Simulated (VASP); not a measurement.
Set up this calculation in VASP 6.6.1, as the native input.

```
Task                   : relaxation of cell and atoms
Functional             : PBE
Potentials or basis    : VASP PAW PBE potentials, release 64 (C_h)
Cutoff                 : 1300 eV
k mesh                 : 12 × 12 × 6
Occupations            : gaussian, width 0.02 eV
Spin                   : no spin polarisation
Dipole correction      : no
Further INCAR settings : ALGO = Normal; EDIFF = 1e-07; IBRION = 2; EDIFFG = -0.005; NSW = 100; ISIF = 3
```

The structure of C lies in POSCAR:

```
C
1.0
    2.1360157485     -1.2332402951     -0.0090115879
    2.1360157485      1.2332402951     -0.0090115879
   -1.3995450056      0.0000000000      4.2691001853
C
2
Direct
    0.8333348798      0.8333348798      0.0000044498
    0.1666651202      0.1666651202      0.9999955502
```

One way to write it, as run:

INCAR

```
ALGO = Normal
EDIFF = 1E-7
EDIFFG = -0.005
ENCUT = 1300
GGA = PE
GGA_COMPAT = False
IBRION = 2
ISIF = 3
ISMEAR = 0
LASPH = True
LCHARG = False
LREAL = False
LWAVE = False
NELM = 120
NELMIN = 4
NSW = 100
PREC = Accurate
SIGMA = 0.02
```

KPOINTS

```
k-points
0
Gamma
  12 12 6
```

Potentials or basis: VASP PAW PBE potentials, release 64 (C_h).

The run is started by

```console
$ cat potpaw_PBE.64/C_h/POTCAR > POTCAR
$ mpirun -np 1 vasp_std > vasp.out
```

It gave:

The relaxed volume is 10.66 Å³/atom and the relaxed cell is a = 2.466 Å, b = 2.466 Å, c = 4.290 Å, α = 106.65°, β = 106.65°, γ = 60.00°. The space group after relaxing (to 0.1 Å) is R-3m (No. 166). The energy gained by relaxing is 0.3 meV/atom, the ionic steps are 17 and the pressure after relaxing is 0.0 GPa. The largest force after relaxing is 0.003 eV/Å.

Caveat: this functional lacks dispersion, which binds layers or chains, so the pressure and a relaxed spacing across them are unreliable.

Run time: 10 min on 1 thread of Intel(R) Xeon(R) 6975P-C (Granite Rapids), on a shared host, peak memory 0.31 GiB.
